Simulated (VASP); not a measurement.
Set up this calculation in VASP 6.6.1, as the native input.

```yaml
Task: single point
Functional: PBEsol
Potentials_or_basis: VASP PAW PBE potentials, release 64 (Na_pv)
Cutoff: 520 eV
k_mesh: 16 × 16 × 16
Occupations: gaussian, width 0.15 eV
Spin: no spin polarisation
Dipole_correction: no
Further_INCAR_settings: ALGO = Normal; EDIFF = 1e-07; NBANDS = 10
```

The structure of Na lies in POSCAR:

```
Na
1.0
   -2.2233750000      2.2233750000      2.1175000000
    2.2233750000     -2.2233750000      2.1175000000
    2.2233750000      2.2233750000     -2.1175000000
Na
1
Direct
    0.0000000000      0.0000000000      0.0000000000
```

This cell differs from its parent crystal: strain +0.050 along x and y, +0.000 along z.

The input as run:

INCAR

```
SYSTEM = Na
PREC = Accurate
ENCUT = 520
EDIFF = 1E-7
ISMEAR = 0
SIGMA = 0.15
LREAL = .False.
LASPH = .True.
NELM = 80
ALGO = Normal
ISIF = 2
LWAVE = .False.
LCHARG = .False.
GGA = PS
NBANDS = 10
```

KPOINTS

```
regular mesh
0
Gamma
  16 16 16
  0 0 0
```

Potentials or basis: VASP PAW PBE potentials, release 64 (Na_pv).

Launch:

```console
$ cat potpaw_PBE.64/Na_pv/POTCAR > POTCAR
$ mpirun -np 1 vasp_std > vasp.out
```

Results of the run:

| Property | Result |
| --- | --- |
| Pressure | -0.9 GPa |

Caveat: the cell differs from its parent crystal (strain +0.050 along x and y, +0.000 along z); the PAW data sets were made with another functional, which shifts forces and pressure a little.

Wall time 98 s on 1 thread of Oxide Virtual Turin-like Processor, on a shared host, peak memory 0.21 GiB.
